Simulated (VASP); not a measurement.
A run of VASP 6.6.1 is set up as follows.

The input POSCAR:

```
SrO
1.0
    3.0510472231      0.0000000000      0.0000000000
    0.0000000000      3.0510472231      0.0000000000
    0.0000000000      0.0000000000      3.1028650697
Sr O
1 1
Direct
    0.0000000000      0.0000000000      0.0000000000
    0.5000000000      0.5000000000      0.5000000000
```

Contents of INCAR.step1:

```
SYSTEM = SrO
PREC     = Accurate       ! precision mode
ENCUT    = 520            ! plane-wave cutoff, eV
EDIFF    = 1E-5           ! SCF threshold, eV
ISMEAR   = 0              ! smearing method
SIGMA    = 0.01           ! smearing width, eV
LREAL    = .FALSE.        ! projectors in reciprocal space
LASPH    = .TRUE.         ! aspherical terms in the spheres
NELM     = 80             ! most SCF steps
ALGO     = Normal         ! electronic algorithm
ISIF     = 2              ! what is computed and relaxed
LWAVE    = .TRUE.         ! write WAVECAR
LCHARG   = .FALSE.        ! write CHGCAR
NBANDS   = 15             ! bands
GGA      = PE             ! functional
```

The input INCAR.step2:

```
SYSTEM = SrO
PREC     = Accurate       ! precision mode
ENCUT    = 520            ! plane-wave cutoff, eV
EDIFF    = 1E-7           ! SCF threshold, eV
ISMEAR   = 0              ! smearing method
SIGMA    = 0.01           ! smearing width, eV
LREAL    = .FALSE.        ! projectors in reciprocal space
LASPH    = .TRUE.         ! aspherical terms in the spheres
NELM     = 80             ! most SCF steps
ALGO     = Normal         ! electronic algorithm
ISIF     = 2              ! what is computed and relaxed
LWAVE    = .FALSE.        ! write WAVECAR
LCHARG   = .FALSE.        ! write CHGCAR
GGA      = PE             ! functional
LHFCALC  = .TRUE.         ! exact exchange
HFSCREEN = 0.2079         ! screening, 1/A
PRECFOCK = Normal       
NBANDS   = 15             ! bands
ISTART   = 1
```

File KPOINTS:

```
Automatic mesh
0
G
  6 6 6
  0 0 0
```

Potentials or basis: VASP PAW PBE potentials, release 64 (Sr_sv, O).

Command:

```sh
$ cat potpaw_PBE.64/Sr_sv/POTCAR potpaw_PBE.64/O/POTCAR > POTCAR
$ cp INCAR.step1 INCAR
$ mpirun -np 1 vasp_std > vasp.out
$ cp INCAR.step2 INCAR
$ mpirun -np 1 vasp_std > vasp.out
```

(1) What does it give for the band gap on the k mesh?

(2) What does it give for the pressure?

Results:

(1) 4.22 eV (least direct gap 4.27 eV).

(2) 4.2 GPa.

Caveat: the cell differs from its parent crystal (biaxial xy strain -1.7%); the stress differs along the axes, from 0 to 6 GPa; the structure was generated, so it needn't be the stable form of SrO; the PAW data sets were made with another functional, which shifts forces and pressure a little.
